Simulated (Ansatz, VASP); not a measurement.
# Two plane-wave programs on Al4Cl

```xyz
5
Lattice="3.0348 -3.1723 0.0000 3.0348 3.1723 0.0000 0.0000 0.0000 5.7471" Properties=species:S:1:pos:R:3 pbc="T T T"
Al    4.2732    0.0000    1.9277
Al    1.7964    0.0000    1.9277
Al    4.2732    0.0000    3.8195
Al    1.7964    0.0000    3.8195
Cl    0.0000    0.0000    2.8736
```

Alike in both runs: task single point; functional PBE; k mesh 4 × 4 × 4; occupations gaussian, width 0.1 eV; no spin polarisation.

|  | VASP | Ansatz |
| --- | --- | --- |
| version | VASP 6.6.1 | Ansatz 0.2.0 |
| potentials or method | VASP PAW PBE potentials, release 64 (Al, Cl), cutoff 520 eV | scalar-relativistic, plane waves, PAW |
| valence electrons in the cell | 19 | 19 |

|  | VASP | Ansatz | Ansatz less VASP |
| --- | --- | --- | --- |
| gap on the k mesh at the Fermi level (eV) | none | none | - |
| rms of the force components (eV/Å) | 7.122 | 7.145 | +0.0234 |

Atom by atom the forces differ by 0.023 eV/Å (rms over components). A gap of «none» marks a metal or a gap that the smearing closes.
